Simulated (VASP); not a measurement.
# Al2Cu (P4/mmm) in VASP: notebook

Al2Cu is run at these levels: PBEsol; tasks: single point, relaxation of cell and atoms.

All numbers are computed with VASP 6.6.1; they aren't measurements. Logs are shortened: lines on timing, memory, paths and dates and some standing lists are left out, and cuts for length are marked.

**1. The cell of the first run**

The structure is tetragonal, space group P4/mmm (No. 123). The conventional cell has a = 2.931 Å, b = 2.931 Å, c = 6.046 Å, α = 90.00°, β = 90.00°, γ = 90.00°. Within 3.3 Å of Al (site symmetry 4mm) lie 5 Al at 2.48 to 2.93 Å and 4 Cu at 2.73 Å. Cu (site symmetry 4/mmm) has 8 Al at 2.73 Å and 4 Cu at 2.93 Å within 3.6 Å.

**2. Single point, PBEsol (Ga replaced by Al, lengths x 0.997, strained)**

File INCAR:

```
SYSTEM = Al2Cu
PREC = Accurate ; ENCUT = 520
EDIFF = 1E-6 ; ISMEAR = 0
SIGMA = 0.1 ; LREAL = .FALSE.
LASPH = .TRUE. ; NELM = 60
ALGO = Fast ; ISIF = 2
LWAVE = .FALSE. ; LCHARG = .TRUE.
GGA = PS ; LELF = .TRUE.
LVHAR = .TRUE. ; NBANDS = 16
```

File KPOINTS:

```
Automatic mesh
0
G
  14 14 8
  0 0 0
```

File POSCAR:

```
Al2Cu
1.0
    2.9305626952      0.0000000000      0.0000000000
    0.0000000000      2.9305626952      0.0000000000
    0.0000000000      0.0000000000      6.0464860697
Al Cu
2 1
Direct
    0.5000000000      0.5000000000      0.2950000000
    0.5000000000      0.5000000000      0.7050000000
    0.0000000000      0.0000000000      0.0000000000
```

Potentials or basis: VASP PAW PBE potentials, release 64 (Al, Cu).

Launch:

```sh
$ cat potpaw_PBE.64/Al/POTCAR potpaw_PBE.64/Cu/POTCAR > POTCAR
$ mpirun -np 1 vasp_std > vasp.out
```

OUTCAR:

```text
SYSTEM = Al2Cu
   PREC = Accurate
   ENCUT = 520
   EDIFF = 1E-6
   ISMEAR = 0
   LREAL = .FALSE.
   LASPH = .TRUE.
   NELM = 60
   ISIF = 2
   GGA = PS

 ion  position               nearest neighbor table
   1  0.500  0.500  0.295-   2 2.48   3 2.73   3 2.73   3 2.73   3 2.73
   2  0.500  0.500  0.705-   1 2.48   3 2.73   3 2.73   3 2.73   3 2.73
   3  0.000  0.000  0.000-   1 2.73   2 2.73   1 2.73   2 2.73   1 2.73   2 2.73   1 2.73   2 2.73

  LATTYP: Found a simple tetragonal cell.
 ALAT       =     2.9305626952
 C/A-ratio  =     2.0632508834

  Lattice vectors:

 A1 = (   2.9305626952,   0.0000000000,   0.0000000000)
 A2 = (   0.0000000000,   2.9305626952,   0.0000000000)
 A3 = (   0.0000000000,   0.0000000000,   6.0464860697)

Analysis of symmetry for initial positions (statically):
=====================================================================
 Subroutine PRICEL returns:
 Original cell was already a primitive cell.

 Routine SETGRP: Setting up the symmetry group for a
 simple tetragonal supercell.

 Subroutine GETGRP returns: Found 16 space group operations
 (whereof 16 operations were pure point group operations)
 out of a pool of 16 trial point group operations.

The static configuration has the point symmetry D_4h.

Analysis of symmetry for dynamics (positions and initial velocities):
=====================================================================
 Subroutine PRICEL returns:
 Original cell was already a primitive cell.

 Routine SETGRP: Setting up the symmetry group for a
 simple tetragonal supercell.

 Subroutine GETGRP returns: Found 16 space group operations
 (whereof 16 operations were pure point group operations)
 out of a pool of 16 trial point group operations.

The dynamic configuration has the point symmetry D_4h.

 Subroutine INISYM returns: Found 16 space group operations
 (whereof 16 operations are pure point group operations),
 and found     1 'primitive' translations

----------------------------------------------------------------------------------------

                                     Primitive cell

  volume of cell :      51.9284

  direct lattice vectors                    reciprocal lattice vectors
     2.930562695  0.000000000  0.000000000     0.341231396  0.000000000  0.000000000
     0.000000000  2.930562695  0.000000000     0.000000000  0.341231396  0.000000000
     0.000000000  0.000000000  6.046486070     0.000000000  0.000000000  0.165385314

  length of vectors
     2.930562695  2.930562695  6.046486070     0.341231396  0.341231396  0.165385314

  position of ions in fractional coordinates (direct lattice)
     0.500000000  0.500000000  0.295000000
     0.500000000  0.500000000  0.705000000
     0.000000000  0.000000000  0.000000000

  ion indices of the primitive-cell ions
   primitive index   ion index
                 1           1
                 2           2
                 3           3

----------------------------------------------------------------------------------------

 KPOINTS: Automatic mesh

Automatic generation of k-mesh.
 Grid dimensions read from file:
 generate k-points for:   14   14    8

 Generating k-lattice:

  Cartesian coordinates                     Fractional coordinates (reciprocal lattice)
     0.024373671  0.000000000  0.000000000     0.071428571  0.000000000  0.000000000
     0.000000000  0.024373671  0.000000000     0.000000000  0.071428571  0.000000000
     0.000000000  0.000000000  0.020673164     0.000000000  0.000000000  0.125000000

  Length of vectors
     0.024373671  0.024373671  0.020673164

  Shift w.r.t. Gamma in fractional coordinates (k-lattice)
     0.000000000  0.000000000  0.000000000

 Subroutine IBZKPT returns following result:
 ===========================================

 Found    180 irreducible k-points:

 Following reciprocal coordinates:
            Coordinates               Weight
  0.000000  0.000000  0.000000      1.000000
  0.071429  0.000000  0.000000      4.000000
  0.142857  0.000000  0.000000      4.000000
  0.214286  0.000000  0.000000      4.000000
  0.285714  0.000000  0.000000      4.000000
  0.357143  0.000000  0.000000      4.000000
[... 16 lines left out ...]
  0.285714  0.214286  0.000000      8.000000
  0.357143  0.214286  0.000000      8.000000
 [... further k-points ...]
   k-points           NKPTS =    180   k-points in BZ     NKDIM =    180   number of bands    NBANDS=     16
   number of dos      NEDOS =    301   number of ions     NIONS =      3
   total plane-waves  NPLWV =  27648
   dimension x,y,z NGX =    24 NGY =   24 NGZ =   48
   dimension x,y,z NGXF=    48 NGYF=   48 NGZF=   96
   ions per type =               2   1
   NGX,Y,Z   is equivalent  to a cutoff of  13.61, 13.61, 13.20 a.u.
   NGXF,Y,Z  is equivalent  to a cutoff of  27.23, 27.23, 26.39 a.u.
 SYSTEM =  Al2Cu
   PREC   = accura    normal or accurate (medium, high low for compatibility)
   ISTART =      0    job   : 0-new  1-cont  2-samecut
[... 30 lines left out ...]
  Thomas-Fermi vector in A             =   2.264985
   LORBIT       =      0    0 simple, 1 ext, 2 COOP (PROOUT), +10 PAW based schemes
   GGA     = PS    functional components
   LHFCALC =     F    Hartree Fock is set to
   AEXX    =    0.0000 exact exchange contribution
   IVDW    =     0    specifies the selected vdW correction
   LEPSILON=     F    determine dielectric tensor
   LRPA    =     F    only Hartree local field effects (RPA)
 non-spin polarized calculation
 RMM-DIIS sequential band-by-band and
 Gauss-broadening in eV      SIGMA  =   0.10
  energy-cutoff  :      520.00
  volume of cell :       51.93
 maximum number of plane-waves:      1429
 NGX is ok and might be reduce to    24
   NGX = 11   NGY = 11   NGZ = 23

 number of electron      17.0000000 magnetization

 Free energy of the ion-electron system (eV)
  ---------------------------------------------------
  ext. energy  EPLUGINS =         0.00000000
  ---------------------------------------------------
  free energy    TOTEN  =       -12.40107851 eV

  energy without entropy =      -12.39756666  energy(sigma->0) =      -12.39932259

 E-fermi :   6.2268     XC(G=0): -10.2965

 val. band max:        6.2065930646   @ k =   0.2857   0.0714   0.2500
 cond. band min:       6.2289536519   @ k =   0.5000   0.5000   0.5000
 fundamental gap:      0.0223605873
 Fermi energy:         6.2267858056

 k-point     1 :       0.0000    0.0000    0.0000
  band No.  band energies     occupation
      1      -3.4857      2.00000
      2       0.1360      2.00000
      3       0.7154      2.00000
      4       2.4336      2.00000
      5       3.0622      2.00000
      6       3.0846      2.00000
[... 8 lines left out ...]
     15      16.1413      0.00000
     16      16.1415      0.00000

 k-point     2 :       0.0714    0.0000    0.0000
  band No.  band energies     occupation
      1      -3.3972      2.00000
      2       0.2027      2.00000
      3       0.7974      2.00000
      4       2.4484      2.00000
      5       3.0719      2.00000
      6       3.0830      2.00000
[... 8 lines left out ...]
     15      15.9167      0.00000
     16      16.2026      0.00000

 k-point     3 :       0.1429    0.0000    0.0000
  band No.  band energies     occupation
      1      -3.1328      2.00000
      2       0.3962      2.00000
      3       1.0390      2.00000
      4       2.4896      2.00000
      5       3.0871      2.00000
      6       3.0985      2.00000
[... 8 lines left out ...]
     15      15.6479      0.00000
     16      16.3857      0.00000

 k-point     4 :       0.2143    0.0000    0.0000
  band No.  band energies     occupation
      1      -2.6953      2.00000
      2       0.6931      2.00000
      3       1.4216      2.00000
      4       2.5470      2.00000
      5       3.1155      2.00000
      6       3.1254      2.00000
[... 8 lines left out ...]
     15      16.1923      0.00000
     16      16.6891      0.00000
[... 324 lines left out ...]
 k-point    22 :       0.2143    0.2143    0.0000
  band No.  band energies     occupation
      1      -1.9174      2.00000
      2       1.1776      2.00000
      3       2.0309      2.00000
      4       2.7122      2.00000
      5       2.8145      2.00000
      6       3.0969      2.00000
[... 8 lines left out ...]
     15      13.5390      0.00000
     16      15.1132      0.00000

 k-point    23 :       0.2857    0.2143    0.0000
  band No.  band energies     occupation
      1      -1.3245      2.00000
      2       1.4623      2.00000
      3       2.3314      2.00000
      4       2.7490      2.00000
      5       2.7710      2.00000
      6       3.0720      2.00000
[... 8 lines left out ...]
     15      14.0925      0.00000
     16      15.3079      0.00000

 k-point    24 :       0.3571    0.2143    0.0000
  band No.  band energies     occupation
      1      -0.5833      2.00000
      2       1.7036      2.00000
      3       2.4597      2.00000
      4       2.7167      2.00000
      5       2.7167      2.00000
      6       3.0714      2.00000
[... 8 lines left out ...]
     15      14.7120      0.00000
     16      14.7353      0.00000

 [... further k-points ...]
[... 5 lines left out ...]
  --------------------------------------------------------------------------------------
  -------------------------------------------------------------------------------------
  Total       -3.4706686     -3.4706686     -2.2528856      0.0000000      0.0000000      0.0000000
  in kB     -107.0825352   -107.0825352    -69.5095757      0.0000000      0.0000000      0.0000000
  external PRESSURE =     -94.5582153 kB  Pullay stress =       0.0000000 kB

 VOLUME and BASIS-vectors are now :
 -----------------------------------------------------------------------------
  energy-cutoff  :      520.00
  volume of cell :       51.93
      direct lattice vectors                 reciprocal lattice vectors
     2.930562695  0.000000000  0.000000000     0.341231396  0.000000000  0.000000000
     0.000000000  2.930562695  0.000000000     0.000000000  0.341231396  0.000000000
     0.000000000  0.000000000  6.046486070     0.000000000  0.000000000  0.165385314

 POSITION                                       TOTAL-FORCE (eV/Angst)
 -----------------------------------------------------------------------------------
      1.46528      1.46528      1.78371         0.000000      0.000000     -1.563667
      1.46528      1.46528      4.26277        -0.000000      0.000000      1.563667
      0.00000      0.00000      0.00000         0.000000     -0.000000      0.000000
 -----------------------------------------------------------------------------------
    total drift:                                0.000000      0.000000      0.000000

  FREE ENERGIE OF THE ION-ELECTRON SYSTEM (eV)
  ---------------------------------------------------
  free  energy   TOTEN  =       -12.4010785125 eV

  energy  without entropy=      -12.3975666586  energy(sigma->0) =      -12.39932259
```

Run time: 70 s. Hardware: 1 thread of Intel Xeon Platinum 8559C (Emerald Rapids), shared host; peak memory 0.26 GiB.

Results:

* Free energy: -12.4011 eV
* Pressure: -9.5 GPa
* Largest force: 1.564 eV/Å

Forces in eV/Å, atoms in the order of the input:
```
Al   0.000  0.000 -1.564
Al   0.000  0.000  1.564
Cu   0.000  0.000  0.000
```

Caveat: the cell differs from its parent crystal (Ga replaced by Al, lengths x 0.997, strained); the PAW data sets were made with another functional, which shifts forces and pressure a little.

**3. Single point, PBEsol**

This run uses another cell than the first one, of 14.89 Å³/atom, 0.860 times its volume.

File INCAR:

```
ALGO     = Normal         # electronic algorithm
EDIFF    = 1E-6           # SCF threshold, eV
ENCUT    = 520            # plane-wave cutoff, eV
GGA      = PS             # functional
ISIF     = 2              # what is computed and relaxed
ISMEAR   = 0              # smearing method
LASPH    = T              # aspherical terms in the spheres
LCHARG   = F              # write CHGCAR
LREAL    = F              # projectors in reciprocal space
LWAVE    = F              # write WAVECAR
NBANDS   = 16             # bands
NELM     = 60             # most SCF steps
PREC     = Accurate       # precision mode
SIGMA    = 0.1            # smearing width, eV
```

File KPOINTS:

```
k-points
0
Gamma
  6 6 4
```

File POSCAR:

```
Al2Cu
1.0
    2.7941057263      0.0000000000      0.0000000000
    0.0000000000      2.7941057263      0.0000000000
    0.0000000000      0.0000000000      5.7221837736
Al Cu
2 1
Direct
    0.5000000000      0.5000000000      0.2832685589
    0.5000000000      0.5000000000      0.7167314411
    0.0000000000      0.0000000000      0.0000000000
```

Potentials or basis: VASP PAW PBE potentials, release 64 (Al, Cu).

Launch:

```sh
$ cat potpaw_PBE.64/Al/POTCAR potpaw_PBE.64/Cu/POTCAR > POTCAR
$ mpirun -np 1 vasp_std > vasp.out
```

Wall time 10 s (1 thread of Intel Xeon 6975P-C (Granite Rapids), shared host); peak memory 0.17 GiB.

Results (log left out):

* Free energy: -12.7285 eV
* Pressure: 2.7 GPa
* Largest force: 0.617 eV/Å

Forces on the atoms (eV/Å):
```
Al   0.000  0.000 -0.617
Al   0.000  0.000  0.617
Cu   0.000  0.000  0.000
```

Stress tensor (GPa, compression positive):
```
2.22 0.00 0.00
0.00 2.22 0.00
0.00 0.00 3.51
```

Levels at points of the mesh, in eV from the Fermi level:
| k point | band 4 | band 5 | band 6 | band 7 | band 8 | band 9 | band 10 | band 11 | band 12 | band 13 |
| --- | --- | --- | --- | --- | --- | --- | --- | --- | --- | --- |
| (0.00, 0.00, 0.00) | -4.43 | -3.58 | -3.58 | -3.42 | -3.19 | 6.58 | 7.16 | 7.16 | 7.34 | 7.68 |
| (0.50, 0.00, 0.00) | -4.15 | -3.66 | -3.48 | -2.48 | -2.05 | -1.92 | 0.51 | 0.86 | 9.21 | 10.83 |
| (0.50, 0.50, 0.00) | -3.73 | -2.79 | -1.89 | -1.89 | -0.11 | 1.19 | 3.10 | 3.10 | 3.33 | 3.37 |
| (0.00, 0.00, 0.50) | -4.43 | -3.58 | -3.58 | -3.19 | -1.17 | 1.29 | 7.77 | 7.84 | 7.84 | 8.88 |
| (0.50, 0.00, 0.50) | -4.00 | -3.97 | -3.66 | -3.48 | -3.11 | -2.12 | 4.18 | 4.30 | 4.32 | 5.96 |
| (0.50, 0.50, 0.50) | -3.68 | -2.79 | -1.18 | -1.18 | -0.17 | 0.46 | 0.46 | 1.72 | 1.98 | 2.55 |

Caveat: the k points lie up to 0.37 Å⁻¹ apart; the PAW data sets were made with another functional, which shifts forces and pressure a little.

**4. Single point, PBEsol**

This run uses another cell than the first one, of 15.27 Å³/atom, 0.882 times its volume.

File INCAR:

```
SYSTEM = Al2Cu
PREC = Accurate ; ENCUT = 520
EDIFF = 1E-7 ; ISMEAR = 0
SIGMA = 0.1 ; LREAL = .False.
LASPH = .True. ; NELM = 80
ALGO = Fast ; ISIF = 2
LWAVE = .False. ; LCHARG = .False.
GGA = PS ; NBANDS = 16
```

File KPOINTS:

```
Automatic mesh
0
Gamma
  16 16 8
  0 0 0
```

File POSCAR:

```
Al2Cu
1.0
    2.8168875504      0.0000000000      0.0000000000
    0.0000000000      2.8168875504      0.0000000000
    0.0000000000      0.0000000000      5.7734109317
Al Cu
2 1
Direct
    0.5000000000      0.5000000000      0.2757250625
    0.5000000000      0.5000000000      0.7242749375
    0.0000000000      0.0000000000      0.0000000000
```

Launch:

```sh
$ cat potpaw_PBE.64/Al/POTCAR potpaw_PBE.64/Cu/POTCAR > POTCAR
$ mpirun -np 1 vasp_std > vasp.out
```

Run time: 1.8 min. Hardware: 1 thread of Intel Xeon 6975P-C (Granite Rapids), shared host; peak memory 0.28 GiB.

Results (log left out):

```
Free energy   : -12.7973 eV
Pressure      : 0.2 GPa
Largest force : 0.011 eV/Å
```

Forces on the atoms (eV/Å):
```
Al   0.000  0.000  0.011
Al   0.000  0.000 -0.011
Cu   0.000  0.000  0.000
```

Stress tensor (GPa, compression positive):
```
0.22 0.00 0.00
0.00 0.22 0.00
0.00 0.00 0.31
```

Levels at points of the mesh, in eV from the Fermi level:
```csv
k point,band 7,band 8,band 9,band 10,band 11,band 12
"(0.00, 0.00, 0.00)",-3.59,-3.47,6.15,6.71,6.71,7.11
"(0.50, 0.00, 0.00)",-2.73,-2.31,-2.03,0.17,0.75,8.93
"(0.50, 0.50, 0.00)",-2.15,-0.22,0.90,2.76,2.76,3.03
"(0.00, 0.00, 0.50)",-3.47,-1.26,0.92,7.27,7.27,7.58
"(0.50, 0.00, 0.50)",-3.75,-3.18,-2.44,3.83,3.98,4.16
"(0.50, 0.50, 0.50)",-1.56,-0.25,0.40,0.40,1.56,1.58
```

Caveat: the PAW data sets were made with another functional, which shifts forces and pressure a little.

**5. Relaxation of cell and atoms, PBEsol**

This run uses another cell than the first one, of 15.13 Å³/atom, 0.874 times its volume.

File INCAR:

```
SYSTEM = Al2Cu
PREC = Accurate ; ENCUT = 600
EDIFF = 1E-7 ; ISMEAR = 0
SIGMA = 0.1 ; LREAL = .FALSE.
LASPH = .TRUE. ; NELM = 80
ALGO = Fast ; ISIF = 3
LWAVE = .FALSE. ; LCHARG = .FALSE.
GGA = PS ; IBRION = 2
NSW = 80 ; EDIFFG = -0.01
```

File KPOINTS:

```
Automatic mesh
0
G
  16 16 8
  0 0 0
```

File POSCAR:

```
Al2Cu
1.0
    2.7914296988      0.0000000000      0.0000000000
    0.0000000000      2.7914296988      0.0000000000
    0.0000000000      0.0000000000      5.8254090014
Al Cu
2 1
Direct
    0.5000000000      0.5000000000      0.2780787069
    0.5000000000      0.5000000000      0.7219212931
    0.0000000000      0.0000000000      0.0000000000
```

Launch:

```sh
$ cat potpaw_PBE.64/Al/POTCAR potpaw_PBE.64/Cu/POTCAR > POTCAR
$ mpirun -np 1 vasp_std > vasp.out
```

Wall time 4.6 min (1 thread of Intel Xeon 6975P-C (Granite Rapids), shared host); peak memory 0.31 GiB.

Results (log left out):

- Free energy: -12.7976 eV
- Relaxed volume: 15.30 Å³/atom
- Relaxed cell: a = 2.819 Å, b = 2.819 Å, c = 5.778 Å, α = 90.00°, β = 90.00°, γ = 90.00°
- Space group after relaxing (to 0.05 Å): P4/mmm (No. 123)
- Energy gained by relaxing: 1.9 meV/atom
- Ionic steps: 9
- Pressure after relaxing: 0.0 GPa
- Largest force after relaxing: 0.005 eV/Å

Forces in eV/Å, atoms in the order of the input:
```
Al   0.000  0.000  0.005
Al   0.000  0.000 -0.005
Cu   0.000  0.000  0.000
```

The path:
```csv
step,energy change (eV),largest force (eV/Å),pressure (GPa),volume (Å³)
1,0.0000,0.0714,0.40,45.39
2,-0.0039,0.0838,0.38,45.64
3,-0.0048,0.0906,0.16,45.78
4,-0.0049,0.0933,0.09,45.86
5,-0.0055,0.0104,-0.08,45.99
6,-0.0055,0.0035,-0.11,46.00
7,-0.0055,0.0065,-0.11,45.99
8,-0.0055,0.0081,-0.12,45.99
9,-0.0056,0.0055,0.02,45.90
```

Final structure:
```xyz
3
Lattice="2.8186 0.0000 0.0000 0.0000 2.8186 0.0000 0.0000 0.0000 5.7780" Properties=species:S:1:pos:R:3 pbc="T T T"
Al    1.4093    1.4093    1.5933
Al    1.4093    1.4093    4.1847
Cu    0.0000    0.0000    0.0000
```

Levels at points of the mesh, in eV from the Fermi level:
| k point | band 6 | band 7 | band 8 | band 9 | band 10 | band 11 | band 12 |
| --- | --- | --- | --- | --- | --- | --- | --- |
| (0.00, 0.00, 0.00) | -3.83 | -3.58 | -3.47 | 6.14 | 6.71 | 6.71 | 7.10 |
| (0.50, 0.00, 0.00) | -3.74 | -2.72 | -2.30 | -2.02 | 0.16 | 0.75 | 8.92 |
| (0.50, 0.50, 0.00) | -2.15 | -2.15 | -0.23 | 0.90 | 2.76 | 2.76 | 3.03 |
| (0.00, 0.00, 0.50) | -3.84 | -3.47 | -1.26 | 0.92 | 7.26 | 7.26 | 7.58 |
| (0.50, 0.00, 0.50) | -3.94 | -3.74 | -3.18 | -2.43 | 3.82 | 3.97 | 4.16 |
| (0.50, 0.50, 0.50) | -1.56 | -1.56 | -0.25 | 0.40 | 0.40 | 1.56 | 1.59 |

Caveat: the PAW data sets were made with another functional, which shifts forces and pressure a little. Zero-point motion and thermal expansion aren't in these numbers.

**6. Overview**

| task | cell | k mesh | cutoff (eV) | gap on the mesh (eV) | pressure (GPa) | largest force (eV/Å) |
| --- | --- | --- | --- | --- | --- | --- |
| single point | a = 2.931, b = 2.931, c = 6.046 Å, 3 atoms | 14 × 14 × 8 | 520 | none | -9.5 | 1.56 |
| single point | a = 2.794, b = 2.794, c = 5.722 Å, 3 atoms | 6 × 6 × 4 | 520 | none | 2.7 | 0.62 |
| single point | a = 2.817, b = 2.817, c = 5.773 Å, 3 atoms | 16 × 16 × 8 | 520 | none | 0.2 | 0.01 |
| relaxation of cell and atoms | relaxed from a = 2.791, b = 2.791, c = 5.825 Å, 3 atoms | 16 × 16 × 8 | 600 | none | 0.0 | 0.01 |

Alike in all rows: level PBEsol; potentials or basis VASP PAW PBE potentials, release 64 (Al, Cu); no spin polarisation; smearing gaussian 0.1 eV.

Caveats: some runs use coarse meshes; the PAW data sets were made with another functional, which shifts forces and pressure a little.

Absolute energies hang on the potentials; compare differences alone.
